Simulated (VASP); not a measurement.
# Ir (Fm-3m) in VASP: further runs

The runs below take Ir through single point, with PBE, r2SCAN.

Program: VASP 6.6.1. These are calculated values, not measurements. Logs are shortened: lines on timing, memory, paths and dates and some standing lists are left out, and cuts for length are marked.

## (1) The cell of the first run

It takes space group Fm-3m (No. 225, cubic). Conventional cell: a = 3.844 Å, b = 3.844 Å, c = 3.844 Å, α = 90.00°, β = 90.00°, γ = 90.00°. Ir (site symmetry m-3m) has 12 Ir at 2.72 Å within 3.6 Å.

## (2) Single point, PBE

INCAR reads:

```
SYSTEM = Ir
ALGO = Normal
EDIFF = 1E-6
ENCUT = 500
GGA = PE
GGA_COMPAT = .False.
ISIF = 2
ISMEAR = 0
LASPH = .True.
LCHARG = .True.
LELF = .True.
LREAL = .False.
LVHAR = .True.
LWAVE = .False.
NBANDS = 10
NELM = 120
PREC = Accurate
SIGMA = 0.1
```

KPOINTS reads:

```
k-points
0
Gamma
  18 18 18
  0 0 0
```

POSCAR reads:

```
Ir
1.0
    0.0000000000      1.9220797804      1.9220797804
    1.9220797804      0.0000000000      1.9220797804
    1.9220797804      1.9220797804      0.0000000000
Ir
1
Direct
    0.0000000000      0.0000000000      0.0000000000
```

Potentials or basis: VASP PAW PBE potentials, release 64 (Ir).

On the command line:

```sh
$ cat potpaw_PBE.64/Ir/POTCAR > POTCAR
$ mpirun -np 1 vasp_std > vasp.out
```

OUTCAR:

```text
SYSTEM = Ir
   EDIFF = 1E-6
   ENCUT = 500
   GGA = PE
   ISIF = 2
   ISMEAR = 0
   LASPH = .True.
   LREAL = .False.
   NELM = 120
   PREC = Accurate

 ion  position               nearest neighbor table
   1  0.000  0.000  0.000-

  LATTYP: Found a face centered cubic cell.
 ALAT       =     3.8441595608

  Lattice vectors:

 A1 = (   0.0000000000,   1.9220797804,   1.9220797804)
 A2 = (   1.9220797804,   0.0000000000,   1.9220797804)
 A3 = (   1.9220797804,   1.9220797804,   0.0000000000)

Analysis of symmetry for initial positions (statically):
=====================================================================
 Subroutine PRICEL returns:
 Original cell was already a primitive cell.

 Routine SETGRP: Setting up the symmetry group for a
 face centered cubic supercell.

 Subroutine GETGRP returns: Found 48 space group operations
 (whereof 48 operations were pure point group operations)
 out of a pool of 48 trial point group operations.

The static configuration has the point symmetry O_h .

Analysis of symmetry for dynamics (positions and initial velocities):
=====================================================================
 Subroutine PRICEL returns:
 Original cell was already a primitive cell.

 Routine SETGRP: Setting up the symmetry group for a
 face centered cubic supercell.

 Subroutine GETGRP returns: Found 48 space group operations
 (whereof 48 operations were pure point group operations)
 out of a pool of 48 trial point group operations.

The dynamic configuration has the point symmetry O_h .

 Subroutine INISYM returns: Found 48 space group operations
 (whereof 48 operations are pure point group operations),
 and found     1 'primitive' translations

----------------------------------------------------------------------------------------

                                     Primitive cell

  volume of cell :      14.2018

  direct lattice vectors                    reciprocal lattice vectors
     0.000000000  1.922079780  1.922079780    -0.260134884  0.260134884  0.260134884
     1.922079780  0.000000000  1.922079780     0.260134884 -0.260134884  0.260134884
     1.922079780  1.922079780  0.000000000     0.260134884  0.260134884 -0.260134884

  length of vectors
     2.718231293  2.718231293  2.718231293     0.450566835  0.450566835  0.450566835

  position of ions in fractional coordinates (direct lattice)
     0.000000000  0.000000000  0.000000000

  ion indices of the primitive-cell ions
   primitive index   ion index
                 1           1

----------------------------------------------------------------------------------------

 KPOINTS: k-points

Automatic generation of k-mesh.
 Grid dimensions read from file:
 generate k-points for:   18   18   18

 Generating k-lattice:

  Cartesian coordinates                     Fractional coordinates (reciprocal lattice)
    -0.014451938  0.014451938  0.014451938     0.055555556  0.000000000  0.000000000
     0.014451938 -0.014451938  0.014451938     0.000000000  0.055555556  0.000000000
     0.014451938  0.014451938 -0.014451938     0.000000000  0.000000000  0.055555556

  Length of vectors
     0.025031491  0.025031491  0.025031491

  Shift w.r.t. Gamma in fractional coordinates (k-lattice)
     0.000000000  0.000000000  0.000000000

 Subroutine IBZKPT returns following result:
 ===========================================

 Found    195 irreducible k-points:

 Following reciprocal coordinates:
            Coordinates               Weight
  0.000000  0.000000  0.000000      1.000000
  0.055556  0.000000  0.000000      8.000000
  0.111111  0.000000  0.000000      8.000000
  0.166667  0.000000  0.000000      8.000000
  0.222222  0.000000  0.000000      8.000000
  0.277778  0.000000  0.000000      8.000000
[... 16 lines left out ...]
 -0.277778  0.055556  0.000000     24.000000
 -0.222222  0.055556  0.000000     24.000000
 [... further k-points ...]
   k-points           NKPTS =    195   k-points in BZ     NKDIM =    195   number of bands    NBANDS=     10
   number of dos      NEDOS =    301   number of ions     NIONS =      1
   total plane-waves  NPLWV =   8000
   dimension x,y,z NGX =    20 NGY =   20 NGZ =   20
   dimension x,y,z NGXF=    40 NGYF=   40 NGZF=   40
   ions per type =               1
   NGX,Y,Z   is equivalent  to a cutoff of  12.23, 12.23, 12.23 a.u.
   NGXF,Y,Z  is equivalent  to a cutoff of  24.46, 24.46, 24.46 a.u.
 SYSTEM =  Ir
   PREC   = accura    normal or accurate (medium, high low for compatibility)
   ISTART =      0    job   : 0-new  1-cont  2-samecut
   ICHARG =      2    charge: 1-file 2-atom 10-const
   ISPIN  =      1    spin polarized calculation?
   LNONCOLLINEAR =      F non collinear calculations
   LSORBIT =      F    spin-orbit coupling
   LASPH  =      T    aspherical Exc in radial PAW
   ENCUT  =  500.0 eV  36.75 Ry    6.06 a.u.   4.96  4.96  4.96*2*pi/ulx,y,z
   NELM   =    120;   NELMIN=  2; NELMDL= -5     # of ELM steps
   EDIFF  = 0.1E-05   stopping-criterion for ELM
   LREAL  =      F    real-space projection
   EDIFFG = 0.1E-04   stopping-criterion for IOM
   NSW    =      0    number of steps for IOM
   IBRION =     -1    ionic relax: 0-MD 1-quasi-New 2-CG
   NFREE  =      0    steps in history (QN), initial steepest desc. (CG)
   ISIF   =      2    stress and relaxation
   ISYM   =      2    0-nonsym 1-usesym 2-fastsym
   POTIM  = 0.5000    time-step for ionic-motion
   TEBEG  =    0.0;   TEEND  =   0.0 temperature during run
   PSTRESS=    0.0 pullay stress
   NELECT =       9.0000    total number of electrons
   NUPDOWN=      -1.0000    fix difference up-down
   EMIN   =  10.00;   EMAX   =-10.00  energy-range for DOS
   EFERMI =   0.00;   METHOD = LEGACY
   ISMEAR =     0;   SIGMA  =   0.10  broadening in eV -4-tet -1-fermi 0-gaus
   EFERMI_NEDOS =   21; number of points for ismear=-14 and -15
   IALGO  =     38    algorithm
   IMIX   =      4    mixing-type and parameters
     AMIX     =   0.40;   BMIX     =  1.00
     AMIX_MAG =   1.60;   BMIX_MAG =  1.00
  volume/ion in A,a.u.               =      14.20        95.84
  Fermi-wavevector in a.u.,A,eV,Ry     =   1.406180  2.657295 26.903375  1.977342
  Thomas-Fermi vector in A             =   2.528566
   LORBIT       =      0    0 simple, 1 ext, 2 COOP (PROOUT), +10 PAW based schemes
   GGA     = PE    functional components
   LHFCALC =     F    Hartree Fock is set to
   AEXX    =    0.0000 exact exchange contribution
   IVDW    =     0    specifies the selected vdW correction
   LEPSILON=     F    determine dielectric tensor
   LRPA    =     F    only Hartree local field effects (RPA)
 non-spin polarized calculation
 Gauss-broadening in eV      SIGMA  =   0.10
  energy-cutoff  :      500.00
  volume of cell :       14.20
 maximum number of plane-waves:       371
   NGX =  9   NGY =  9   NGZ =  9

 number of electron       9.0000000 magnetization

 Free energy of the ion-electron system (eV)
  ---------------------------------------------------
  ext. energy  EPLUGINS =         0.00000000
  ---------------------------------------------------
  free energy    TOTEN  =        -8.84569225 eV

  energy without entropy =       -8.84054605  energy(sigma->0) =       -8.84311915

 E-fermi :  10.3744     XC(G=0): -13.9652

 val. band max:       10.3700620654   @ k =   0.5000   0.2222   0.1111
 cond. band min:      10.3801396397   @ k =   0.3333   0.1111   0.0556
 fundamental gap:      0.0100775743
 Fermi energy:        10.3743821808

 k-point     1 :       0.0000    0.0000    0.0000
  band No.  band energies     occupation
      1      -0.7386      2.00000
      2       6.4770      2.00000
      3       6.4770      2.00000
      4       6.4770      2.00000
      5       9.1496      2.00000
      6       9.1496      2.00000
      7      24.6722      0.00000
      8      30.2359      0.00000
      9      30.2359      0.00000
     10      30.2359      0.00000

 k-point     2 :       0.0556    0.0000    0.0000
  band No.  band energies     occupation
      1      -0.6015      2.00000
      2       6.4035      2.00000
      3       6.5367      2.00000
      4       6.5367      2.00000
      5       9.1108      2.00000
      6       9.1108      2.00000
      7      24.9094      0.00000
      8      29.4913      0.00000
      9      30.4610      0.00000
     10      30.4610      0.00000

 k-point     3 :       0.1111    0.0000    0.0000
  band No.  band energies     occupation
      1      -0.2044      2.00000
      2       6.2148      2.00000
      3       6.6932      2.00000
      4       6.6932      2.00000
      5       9.0262      2.00000
      6       9.0262      2.00000
      7      25.5608      0.00000
      8      28.0349      0.00000
      9      31.1155      0.00000
     10      31.1155      0.00000

 k-point     4 :       0.1667    0.0000    0.0000
  band No.  band energies     occupation
      1       0.4044      2.00000
      2       6.0011      2.00000
      3       6.8687      2.00000
      4       6.8687      2.00000
      5       8.9943      2.00000
      6       8.9943      2.00000
      7      26.2517      0.00000
      8      26.6596      0.00000
      9      32.1370      0.00000
     10      32.1370      0.00000
[... 222 lines left out ...]
 k-point    22 :      -0.3333    0.0556    0.0000
  band No.  band energies     occupation
      1       2.3276      2.00000
      2       6.5691      2.00000
      3       6.7084      2.00000
      4       6.9907      2.00000
      5       9.9666      2.00000
      6      10.8637      0.00000
      7      21.0357      0.00000
      8      25.6709      0.00000
      9      31.0263      0.00000
     10      33.0960      0.00000

 k-point    23 :      -0.2778    0.0556    0.0000
  band No.  band energies     occupation
      1       2.0418      2.00000
      2       6.1573      2.00000
      3       6.7833      2.00000
      4       6.8898      2.00000
      5       9.3462      2.00000
      6      10.2563      1.90517
      7      22.8527      0.00000
      8      26.6548      0.00000
      9      32.0686      0.00000
     10      34.1082      0.00000

 k-point    24 :      -0.2222    0.0556    0.0000
  band No.  band energies     occupation
      1       1.4696      2.00000
      2       5.8146      2.00000
      3       6.9306      2.00000
      4       7.0221      2.00000
      5       8.8637      2.00000
      6       9.7183      2.00000
      7      24.4911      0.00000
      8      27.2771      0.00000
      9      32.3599      0.00000
     10      33.5890      0.00000

 [... further k-points ...]
[... 5 lines left out ...]
  --------------------------------------------------------------------------------------
  -------------------------------------------------------------------------------------
  Total        0.7180348      0.7180348      0.7180348     -0.0000000      0.0000000     -0.0000000
  in kB       81.0050091     81.0050091     81.0050091     -0.0000000      0.0000000     -0.0000000
  external PRESSURE =      81.0050091 kB  Pullay stress =       0.0000000 kB

 VOLUME and BASIS-vectors are now :
 -----------------------------------------------------------------------------
  energy-cutoff  :      500.00
  volume of cell :       14.20
      direct lattice vectors                 reciprocal lattice vectors
     0.000000000  1.922079780  1.922079780    -0.260134884  0.260134884  0.260134884
     1.922079780  0.000000000  1.922079780     0.260134884 -0.260134884  0.260134884
     1.922079780  1.922079780  0.000000000     0.260134884  0.260134884 -0.260134884

 POSITION                                       TOTAL-FORCE (eV/Angst)
 -----------------------------------------------------------------------------------
      0.00000      0.00000      0.00000         0.000000      0.000000      0.000000
 -----------------------------------------------------------------------------------
    total drift:                                0.000000     -0.000000     -0.000000

  FREE ENERGIE OF THE ION-ELECTRON SYSTEM (eV)
  ---------------------------------------------------
  free  energy   TOTEN  =        -8.8456922470 eV

  energy  without entropy=       -8.8405460492  energy(sigma->0) =       -8.84311915
```

Run time: 19 s. Hardware: 1 thread of Intel Xeon Platinum 8259CL at 2.50GHz (Skylake/Cascade Lake), shared host; peak memory 0.15 GiB.

What came out:

* Free energy: -8.8457 eV
* Pressure: 8.1 GPa
* Band gap on the k mesh: zero (an odd number of electrons rules out a gap without spin polarisation)

Caveat: the cell stands under pressure; spin-orbit coupling is left out, which moves the levels of the heavy elements.

## (3) Single point, r2SCAN, collinear spin

This run uses another cell than the first one, of 13.78 Å³/atom.

POSCAR reads:

```
Ir
1.0
    0.0000000000      1.9026635057      1.9026635057
    1.9026635057      0.0000000000      1.9026635057
    1.9026635057      1.9026635057      0.0000000000
Ir
1
Direct
    0.0000000000      0.0000000000      0.0000000000
```

INCAR.step1 reads:

```
PREC = Accurate
ENCUT = 550
ISMEAR = 0
SIGMA = 0.1
LREAL = F
LASPH = T
NELM = 200
ISPIN = 2
MAGMOM = 0.2
LMAXMIX = 4
NBANDS = 14
GGA = PE
ALGO = Normal
EDIFF = 1E-5
LWAVE = T
LCHARG = F
GGA_COMPAT = F
```

INCAR.step2 reads:

```
PREC = Accurate
ENCUT = 550
EDIFF = 1E-6
ISMEAR = 0
SIGMA = 0.1
LREAL = F
LASPH = T
NELM = 200
ALGO = Normal
ISIF = 2
LWAVE = F
LCHARG = F
ISPIN = 2
MAGMOM = 0.2
LORBIT = 11
LMAXMIX = 4
METAGGA = R2SCAN
LMIXTAU = T
NBANDS = 14
ISTART = 1
GGA_COMPAT = F
```

KPOINTS reads:

```
regular mesh
0
Gamma
  18 18 18
```

Potentials or basis: VASP PAW PBE potentials, release 64 (Ir).

On the command line:

```sh
$ cat potpaw_PBE.64/Ir/POTCAR > POTCAR
$ cp INCAR.step1 INCAR
$ mpirun -np 1 vasp_std > vasp.out
$ cp INCAR.step2 INCAR
$ mpirun -np 1 vasp_std > vasp.out
```

Wall time 3.8 min (1 thread of Intel Xeon Platinum 8259CL at 2.50GHz (Skylake/Cascade Lake), shared host); peak memory 0.21 GiB.

It converged, with:

| Quantity | Value |
| --- | --- |
| Free energy | -52.3463 eV |
| Pressure | 15.4 GPa |
| Net moment | 0.00 μB per cell |
| Valence electrons inside the program's atomic spheres | Ir 8.49 |

Levels at points of the mesh, in eV from the Fermi level:
Spin up:
```
           k point  band 2  band 3  band 4  band 5  band 6  band 7
(0.00, 0.00, 0.00)   -4.22   -4.22   -4.22   -1.38   -1.38   14.99
(0.50, 0.00, 0.00)   -4.38   -4.38   -0.82    0.93    0.93    7.90
(0.50, 0.50, 0.00)   -7.99    0.84    1.60    1.60    1.74   11.41
```
Spin down:
```csv
k point,band 1,band 2,band 3,band 4,band 5,band 6,band 7,band 8
"(0.00, 0.00, 0.00)",-11.88,-4.22,-4.22,-4.22,-1.38,-1.38,14.99,21.02
"(0.50, 0.00, 0.00)",-8.76,-4.38,-4.38,-0.82,0.93,0.93,7.90,14.62
"(0.50, 0.50, 0.00)",-8.59,-7.99,0.84,1.60,1.60,1.74,11.41,12.42
```

Caveat: the cell stands under pressure; the PAW data sets were made with another functional, which shifts forces and pressure a little; spin-orbit coupling is left out, which moves the levels of the heavy elements.
